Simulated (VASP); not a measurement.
# HfC (CsCl type) (Pm-3m) in VASP: further runs

The runs below take HfC (CsCl type) through single point, with PBE.

All numbers are computed with VASP 6.6.1; they aren't measurements. Logs are shortened: lines on timing, memory, paths and dates and some standing lists are left out, and cuts for length are marked.

## 1. The cell of the first run

Symmetry: Pm-3m, No. 221, cubic system. Conventional cell: a = 2.780 Å, b = 2.780 Å, c = 2.780 Å, α = 90.00°, β = 90.00°, γ = 90.00°. Within 3.2 Å of Hf (site symmetry m-3m) lie 8 C at 2.41 Å and 6 Hf at 2.78 Å. Within 3.2 Å of C (site symmetry m-3m) lie 8 Hf at 2.41 Å and 6 C at 2.78 Å.

## 2. Single point, PBE (volume scaled by 0.88)

File INCAR:

```
ALGO = Normal
EDIFF = 1E-6
ENCUT = 520
GGA = PE
ISIF = 2
ISMEAR = -1
LASPH = T
LCHARG = T
LELF = T
LREAL = F
LVHAR = T
LWAVE = F
NBANDS = 14
NELM = 60
PREC = Accurate
SIGMA = 0.08
```

File KPOINTS:

```
k-points
0
Gamma
  14 14 14
```

File POSCAR:

```
HfC
1.0
    2.7804177010      0.0000000000      0.0000000000
    0.0000000000      2.7804177010      0.0000000000
    0.0000000000      0.0000000000      2.7804177010
Hf C
1 1
Direct
    0.0000000000      0.0000000000      0.0000000000
    0.5000000000      0.5000000000      0.5000000000
```

Potentials or basis: VASP PAW PBE potentials, release 64 (Hf_pv, C).

Launch:

```bash
$ cat potpaw_PBE.64/Hf_pv/POTCAR potpaw_PBE.64/C/POTCAR > POTCAR
$ mpirun -np 1 vasp_std > vasp.out
```

OUTCAR:

```text
EDIFF = 1E-6
   ENCUT = 520
   GGA = PE
   ISIF = 2
   ISMEAR = -1
   LASPH = T
   LREAL = F
   NELM = 60
   PREC = Accurate

 ion  position               nearest neighbor table
   1  0.000  0.000  0.000-   2 2.41   2 2.41   2 2.41   2 2.41   2 2.41   2 2.41   2 2.41   2 2.41

   2  0.500  0.500  0.500-   1 2.41   1 2.41   1 2.41   1 2.41   1 2.41   1 2.41   1 2.41   1 2.41

  LATTYP: Found a simple cubic cell.
 ALAT       =     2.7804177010

  Lattice vectors:

 A1 = (   2.7804177010,   0.0000000000,   0.0000000000)
 A2 = (   0.0000000000,   2.7804177010,   0.0000000000)
 A3 = (   0.0000000000,   0.0000000000,   2.7804177010)

Analysis of symmetry for initial positions (statically):
=====================================================================
 Subroutine PRICEL returns:
 Original cell was already a primitive cell.

 Routine SETGRP: Setting up the symmetry group for a
 simple cubic supercell.

 Subroutine GETGRP returns: Found 48 space group operations
 (whereof 48 operations were pure point group operations)
 out of a pool of 48 trial point group operations.

The static configuration has the point symmetry O_h .

Analysis of symmetry for dynamics (positions and initial velocities):
=====================================================================
 Subroutine PRICEL returns:
 Original cell was already a primitive cell.

 Routine SETGRP: Setting up the symmetry group for a
 simple cubic supercell.

 Subroutine GETGRP returns: Found 48 space group operations
 (whereof 48 operations were pure point group operations)
 out of a pool of 48 trial point group operations.

The dynamic configuration has the point symmetry O_h .

 Subroutine INISYM returns: Found 48 space group operations
 (whereof 48 operations are pure point group operations),
 and found     1 'primitive' translations

----------------------------------------------------------------------------------------

                                     Primitive cell

  volume of cell :      21.4946

  direct lattice vectors                    reciprocal lattice vectors
     2.780417701  0.000000000  0.000000000     0.359658191  0.000000000  0.000000000
     0.000000000  2.780417701  0.000000000     0.000000000  0.359658191  0.000000000
     0.000000000  0.000000000  2.780417701     0.000000000  0.000000000  0.359658191

  length of vectors
     2.780417701  2.780417701  2.780417701     0.359658191  0.359658191  0.359658191

  position of ions in fractional coordinates (direct lattice)
     0.000000000  0.000000000  0.000000000
     0.500000000  0.500000000  0.500000000

  ion indices of the primitive-cell ions
   primitive index   ion index
                 1           1
                 2           2

----------------------------------------------------------------------------------------

 KPOINTS: k-points

Automatic generation of k-mesh.
 Grid dimensions read from file:
 generate k-points for:   14   14   14

 Generating k-lattice:

  Cartesian coordinates                     Fractional coordinates (reciprocal lattice)
     0.025689871  0.000000000  0.000000000     0.071428571  0.000000000  0.000000000
     0.000000000  0.025689871  0.000000000     0.000000000  0.071428571  0.000000000
     0.000000000  0.000000000  0.025689871     0.000000000  0.000000000  0.071428571

  Length of vectors
     0.025689871  0.025689871  0.025689871

  Shift w.r.t. Gamma in fractional coordinates (k-lattice)
     0.000000000  0.000000000  0.000000000

 Subroutine IBZKPT returns following result:
 ===========================================

 Found    120 irreducible k-points:

 Following reciprocal coordinates:
            Coordinates               Weight
  0.000000  0.000000  0.000000      1.000000
  0.071429  0.000000  0.000000      6.000000
  0.142857  0.000000  0.000000      6.000000
  0.214286  0.000000  0.000000      6.000000
  0.285714  0.000000  0.000000      6.000000
  0.357143  0.000000  0.000000      6.000000
[... 16 lines left out ...]
  0.285714  0.214286  0.000000     24.000000
  0.357143  0.214286  0.000000     24.000000
 [... further k-points ...]
   k-points           NKPTS =    120   k-points in BZ     NKDIM =    120   number of bands    NBANDS=     14
   number of dos      NEDOS =    301   number of ions     NIONS =      2
   total plane-waves  NPLWV =  13824
   dimension x,y,z NGX =    24 NGY =   24 NGZ =   24
   dimension x,y,z NGXF=    48 NGYF=   48 NGZF=   48
   ions per type =               1   1
   NGX,Y,Z   is equivalent  to a cutoff of  14.35, 14.35, 14.35 a.u.
   NGXF,Y,Z  is equivalent  to a cutoff of  28.70, 28.70, 28.70 a.u.
 SYSTEM =  unknown system
   PREC   = accura    normal or accurate (medium, high low for compatibility)
   ISTART =      0    job   : 0-new  1-cont  2-samecut
   ICHARG =      2    charge: 1-file 2-atom 10-const
   ISPIN  =      1    spin polarized calculation?
   LNONCOLLINEAR =      F non collinear calculations
   LSORBIT =      F    spin-orbit coupling
   LASPH  =      T    aspherical Exc in radial PAW
   ENCUT  =  520.0 eV  38.22 Ry    6.18 a.u.   5.17  5.17  5.17*2*pi/ulx,y,z
   NELM   =     60;   NELMIN=  2; NELMDL= -5     # of ELM steps
   EDIFF  = 0.1E-05   stopping-criterion for ELM
   LREAL  =      F    real-space projection
   EDIFFG = 0.1E-04   stopping-criterion for IOM
   NSW    =      0    number of steps for IOM
   IBRION =     -1    ionic relax: 0-MD 1-quasi-New 2-CG
   NFREE  =      0    steps in history (QN), initial steepest desc. (CG)
   ISIF   =      2    stress and relaxation
   ISYM   =      2    0-nonsym 1-usesym 2-fastsym
   POTIM  = 0.5000    time-step for ionic-motion
   TEBEG  =    0.0;   TEEND  =   0.0 temperature during run
   PSTRESS=    0.0 pullay stress
   NELECT =      14.0000    total number of electrons
   NUPDOWN=      -1.0000    fix difference up-down
   EMIN   =  10.00;   EMAX   =-10.00  energy-range for DOS
   EFERMI =   0.00;   METHOD = LEGACY
   ISMEAR =    -1;   SIGMA  =   0.08  broadening in eV -4-tet -1-fermi 0-gaus
   EFERMI_NEDOS =   21; number of points for ismear=-14 and -15
   IALGO  =     38    algorithm
   IMIX   =      4    mixing-type and parameters
     AMIX     =   0.40;   BMIX     =  1.00
     AMIX_MAG =   1.60;   BMIX_MAG =  1.00
  volume/ion in A,a.u.               =      10.75        72.53
  Fermi-wavevector in a.u.,A,eV,Ry     =   1.419082  2.681676 27.399324  2.013793
  Thomas-Fermi vector in A             =   2.540140
   LORBIT       =      0    0 simple, 1 ext, 2 COOP (PROOUT), +10 PAW based schemes
   GGA     = PE    functional components
   LHFCALC =     F    Hartree Fock is set to
   AEXX    =    0.0000 exact exchange contribution
   IVDW    =     0    specifies the selected vdW correction
   LEPSILON=     F    determine dielectric tensor
   LRPA    =     F    only Hartree local field effects (RPA)
 non-spin polarized calculation
  energy-cutoff  :      520.00
  volume of cell :       21.49
 maximum number of plane-waves:       595
 NGX is ok and might be reduce to    24
   NGX = 11   NGY = 11   NGZ = 11

 number of electron      14.0000002 magnetization

 Free energy of the ion-electron system (eV)
  ---------------------------------------------------
  ext. energy  EPLUGINS =         0.00000000
  ---------------------------------------------------
  free energy    TOTEN  =       -18.11172338 eV

  energy without entropy =      -18.07444966  energy(sigma->0) =      -18.09308652

 E-fermi :   7.6994     XC(G=0): -13.1868

 val. band max:        7.6605177846   @ k =   0.5000   0.3571   0.0000
 cond. band min:       7.7019252543   @ k =   0.2857   0.2857   0.0000
 fundamental gap:      0.0414074697
 Fermi energy:         7.6994387632

 k-point     1 :       0.0000    0.0000    0.0000
  band No.  band energies     occupation
      1     -21.8084      2.00000
      2     -21.8084      2.00000
      3     -21.8084      2.00000
      4      -5.8030      2.00000
      5       5.3781      2.00000
      6       5.3781      2.00000
      7       8.9604      0.00000
      8       8.9604      0.00000
      9       8.9604      0.00000
     10      14.7066      0.00000
     11      14.7066      0.00000
     12      14.7066      0.00000
     13      16.2510      0.00000
     14      21.4604      0.00000

 k-point     2 :       0.0714    0.0000    0.0000
  band No.  band energies     occupation
      1     -21.8944      2.00000
      2     -21.8007      2.00000
      3     -21.8007      2.00000
      4      -5.6692      2.00000
      5       5.3494      2.00000
      6       5.4343      2.00000
      7       8.7978      0.00000
      8       8.7978      0.00000
      9       8.9061      0.00000
     10      14.7387      0.00000
     11      14.8304      0.00000
     12      14.8304      0.00000
     13      16.5088      0.00000
     14      21.4606      0.00000

 k-point     3 :       0.1429    0.0000    0.0000
  band No.  band energies     occupation
      1     -22.1293      2.00000
      2     -21.7790      2.00000
      3     -21.7790      2.00000
      4      -5.2860      2.00000
      5       5.0576      2.00000
      6       5.5973      2.00000
      7       8.3731      0.00044
      8       8.3731      0.00044
      9       9.0813      0.00000
     10      14.8302      0.00000
     11      15.1639      0.00000
     12      15.1639      0.00000
     13      17.1313      0.00000
     14      21.4613      0.00000
[... 324 lines left out ...]
 k-point    23 :       0.2857    0.2143    0.0000
  band No.  band energies     occupation
      1     -22.7067      2.00000
      2     -22.3174      2.00000
      3     -21.6568      2.00000
      4      -3.3451      2.00000
      5       3.2706      2.00000
      6       5.4240      2.00000
      7       7.5745      1.65336
      8       7.9511      0.08248
      9      12.2395      0.00000
     10      12.8018      0.00000
     11      14.4403      0.00000
     12      16.4927      0.00000
     13      19.2952      0.00000
     14      21.4653      0.00000

 k-point    24 :       0.3571    0.2143    0.0000
  band No.  band energies     occupation
      1     -22.9891      2.00000
      2     -22.2767      2.00000
      3     -21.6266      2.00000
      4      -2.8367      2.00000
      5       2.5293      2.00000
      6       5.5289      2.00000
      7       7.3854      1.96131
      8       7.8947      0.16028
      9      12.8670      0.00000
     10      13.5235      0.00000
     11      14.7831      0.00000
     12      16.0169      0.00000
     13      19.2398      0.00000
     14      21.4625      0.00000

 [... further k-points ...]

------------------------ aborting loop because EDIFF is reached ----------------------------------------

  FORCE on cell =-STRESS in cart. coord.  units (eV):
  Direction    XX          YY          ZZ          XY          YZ          ZX
  --------------------------------------------------------------------------------------
  -------------------------------------------------------------------------------------
  Total        4.2739011      4.2739011      4.2739011      0.0000000     -0.0000000      0.0000000
  in kB      318.5700298    318.5700298    318.5700298      0.0000000     -0.0000000      0.0000000
  external PRESSURE =     318.5700298 kB  Pullay stress =       0.0000000 kB

 VOLUME and BASIS-vectors are now :
 -----------------------------------------------------------------------------
  energy-cutoff  :      520.00
  volume of cell :       21.49
      direct lattice vectors                 reciprocal lattice vectors
     2.780417701  0.000000000  0.000000000     0.359658191  0.000000000  0.000000000
     0.000000000  2.780417701  0.000000000     0.000000000  0.359658191  0.000000000
     0.000000000  0.000000000  2.780417701     0.000000000  0.000000000  0.359658191

 POSITION                                       TOTAL-FORCE (eV/Angst)
 -----------------------------------------------------------------------------------
      0.00000      0.00000      0.00000         0.000000      0.000000      0.000000
      1.39021      1.39021      1.39021         0.000000      0.000000      0.000000
 -----------------------------------------------------------------------------------
    total drift:                                0.000000      0.000000     -0.000000

  FREE ENERGIE OF THE ION-ELECTRON SYSTEM (eV)
  ---------------------------------------------------
  free  energy   TOTEN  =       -18.1117233840 eV

  energy  without entropy=      -18.0744496617  energy(sigma->0) =      -18.09308652
```

It took 9.9 s on 1 thread of Intel Xeon 6975P-C (Granite Rapids), shared host; peak memory 0.16 GiB.

What came out:

```
Free energy            : -18.1117 eV
Pressure               : 31.9 GPa
Band gap on the k mesh : zero (band 7 reaches 8.96 eV, above the bottom of band 8 at 6.68 eV)
```

Caveat: spin-orbit coupling is left out, which moves the levels of the heavy elements.

## 3. Single point, PBE (volume scaled by 0.94)

File INCAR:

```
PREC     = Accurate       # precision mode
ENCUT    = 520            # plane-wave cutoff, eV
EDIFF    = 1E-6           # SCF threshold, eV
ISMEAR   = -1             # smearing method
SIGMA    = 0.08           # smearing width, eV
LREAL    = F              # projectors in reciprocal space
LASPH    = T              # aspherical terms in the spheres
NELM     = 80             # most SCF steps
ALGO     = Normal         # electronic algorithm
ISIF     = 2              # what is computed and relaxed
LWAVE    = F              # write WAVECAR
LCHARG   = F              # write CHGCAR
GGA      = PE             # functional
NBANDS   = 14             # bands
```

File KPOINTS:

```
regular mesh
0
Gamma
  14 14 14
```

File POSCAR:

```
HfC
1.0
    2.8422248911      0.0000000000      0.0000000000
    0.0000000000      2.8422248911      0.0000000000
    0.0000000000      0.0000000000      2.8422248911
Hf C
1 1
Direct
    0.0000000000      0.0000000000      0.0000000000
    0.5000000000      0.5000000000      0.5000000000
```

Potentials or basis: VASP PAW PBE potentials, release 64 (Hf_pv, C).

Launch:

```bash
$ cat potpaw_PBE.64/Hf_pv/POTCAR potpaw_PBE.64/C/POTCAR > POTCAR
$ mpirun -np 1 vasp_std > vasp.out
```

OUTCAR:

```text
PREC = Accurate
   ENCUT = 520
   EDIFF = 1E-6
   ISMEAR = -1
   LREAL = F
   LASPH = T
   NELM = 80
   ISIF = 2
   GGA = PE

 ion  position               nearest neighbor table
   1  0.000  0.000  0.000-   2 2.46   2 2.46   2 2.46   2 2.46   2 2.46   2 2.46   2 2.46   2 2.46

   2  0.500  0.500  0.500-   1 2.46   1 2.46   1 2.46   1 2.46   1 2.46   1 2.46   1 2.46   1 2.46

  LATTYP: Found a simple cubic cell.
 ALAT       =     2.8422248911

  Lattice vectors:

 A1 = (   2.8422248911,   0.0000000000,   0.0000000000)
 A2 = (   0.0000000000,   2.8422248911,   0.0000000000)
 A3 = (   0.0000000000,   0.0000000000,   2.8422248911)

Analysis of symmetry for initial positions (statically):
=====================================================================
 Subroutine PRICEL returns:
 Original cell was already a primitive cell.

 Routine SETGRP: Setting up the symmetry group for a
 simple cubic supercell.

 Subroutine GETGRP returns: Found 48 space group operations
 (whereof 48 operations were pure point group operations)
 out of a pool of 48 trial point group operations.

The static configuration has the point symmetry O_h .

Analysis of symmetry for dynamics (positions and initial velocities):
=====================================================================
 Subroutine PRICEL returns:
 Original cell was already a primitive cell.

 Routine SETGRP: Setting up the symmetry group for a
 simple cubic supercell.

 Subroutine GETGRP returns: Found 48 space group operations
 (whereof 48 operations were pure point group operations)
 out of a pool of 48 trial point group operations.

The dynamic configuration has the point symmetry O_h .

 Subroutine INISYM returns: Found 48 space group operations
 (whereof 48 operations are pure point group operations),
 and found     1 'primitive' translations

----------------------------------------------------------------------------------------

                                     Primitive cell

  volume of cell :      22.9602

[... 118 lines left out ...]
   LRPA    =     F    only Hartree local field effects (RPA)
 non-spin polarized calculation
  energy-cutoff  :      520.00
  volume of cell :       22.96
 maximum number of plane-waves:       635
 NGX is ok and might be reduce to    24
   NGX = 11   NGY = 11   NGZ = 11

 number of electron      13.9999997 magnetization

 Free energy of the ion-electron system (eV)
  ---------------------------------------------------
  ext. energy  EPLUGINS =         0.00000000
  ---------------------------------------------------
  free energy    TOTEN  =       -18.31128554 eV

  energy without entropy =      -18.27179523  energy(sigma->0) =      -18.29154038

 E-fermi :   7.1102     XC(G=0): -12.8469

 val. band max:        7.0858020166   @ k =   0.3571   0.3571   0.0714
 cond. band min:       7.1270522092   @ k =   0.4286   0.3571   0.0714
 fundamental gap:      0.0412501926
 Fermi energy:         7.1101713244

 k-point     1 :       0.0000    0.0000    0.0000
  band No.  band energies     occupation
      1     -22.6426      2.00000
      2     -22.6426      2.00000
      3     -22.6426      2.00000
      4      -6.0060      2.00000
      5       5.0211      2.00000
      6       5.0211      2.00000
      7       8.2679      0.00000
      8       8.2679      0.00000
      9       8.2679      0.00000
     10      13.6515      0.00000
     11      13.6515      0.00000
     12      13.6515      0.00000
     13      14.5465      0.00000
     14      20.6053      0.00000
[... 377 lines left out ...]
      1     -23.6042      2.00000
      2     -23.0241      2.00000
      3     -22.4974      2.00000
      4      -3.2592      2.00000
      5       2.1341      2.00000
      6       5.0165      2.00000
      7       6.8588      1.91719
      8       7.3129      0.14704
      9      11.9857      0.00000
     10      12.5762      0.00000
     11      13.5927      0.00000
     12      14.8882      0.00000
     13      17.8456      0.00000
     14      20.6060      0.00000

 [... further k-points ...]

------------------------ aborting loop because EDIFF is reached ----------------------------------------

  FORCE on cell =-STRESS in cart. coord.  units (eV):
  Direction    XX          YY          ZZ          XY          YZ          ZX
  --------------------------------------------------------------------------------------
  -------------------------------------------------------------------------------------
  Total        1.8193582      1.8193582      1.8193582     -0.0000000      0.0000000     -0.0000000
  in kB      126.9560713    126.9560713    126.9560713     -0.0000000      0.0000000     -0.0000000
  external PRESSURE =     126.9560713 kB  Pullay stress =       0.0000000 kB

 VOLUME and BASIS-vectors are now :
 -----------------------------------------------------------------------------
  energy-cutoff  :      520.00
  volume of cell :       22.96
      direct lattice vectors                 reciprocal lattice vectors
     2.842224891  0.000000000  0.000000000     0.351837043  0.000000000  0.000000000
     0.000000000  2.842224891  0.000000000     0.000000000  0.351837043  0.000000000
     0.000000000  0.000000000  2.842224891     0.000000000  0.000000000  0.351837043

 POSITION                                       TOTAL-FORCE (eV/Angst)
 -----------------------------------------------------------------------------------
      0.00000      0.00000      0.00000         0.000000      0.000000      0.000000
      1.42111      1.42111      1.42111         0.000000      0.000000      0.000000
 -----------------------------------------------------------------------------------
    total drift:                                0.000000      0.000000     -0.000000

  FREE ENERGIE OF THE ION-ELECTRON SYSTEM (eV)
  ---------------------------------------------------
  free  energy   TOTEN  =       -18.3112855370 eV

  energy  without entropy=      -18.2717952281  energy(sigma->0) =      -18.29154038
```

stdout:

```text
POSCAR found type information on POSCAR HfC
 POSCAR found :  2 types and       2 ions
 scaLAPACK will be used
 LDA part: xc-table for (Slater+PW92), standard interpolation
 POSCAR, INCAR and KPOINTS ok, starting setup
 FFT: planning ... GRIDC
 FFT: planning ... GRID_SOFT
 FFT: planning ... GRID
 WAVECAR not read
 entering main loop
```

Run time: 11 s. Hardware: 1 thread of Intel Xeon 6975P-C (Granite Rapids), shared host; peak memory 0.16 GiB.

Results:

```yaml
Free_energy: -18.3113 eV
Pressure: 12.7 GPa
Band_gap_on_the_k_mesh: zero (band 7 reaches 8.27 eV, above the bottom of band 8 at 6.22 eV)
```

Caveat: spin-orbit coupling is left out, which moves the levels of the heavy elements.

[end of part 1 of 2]
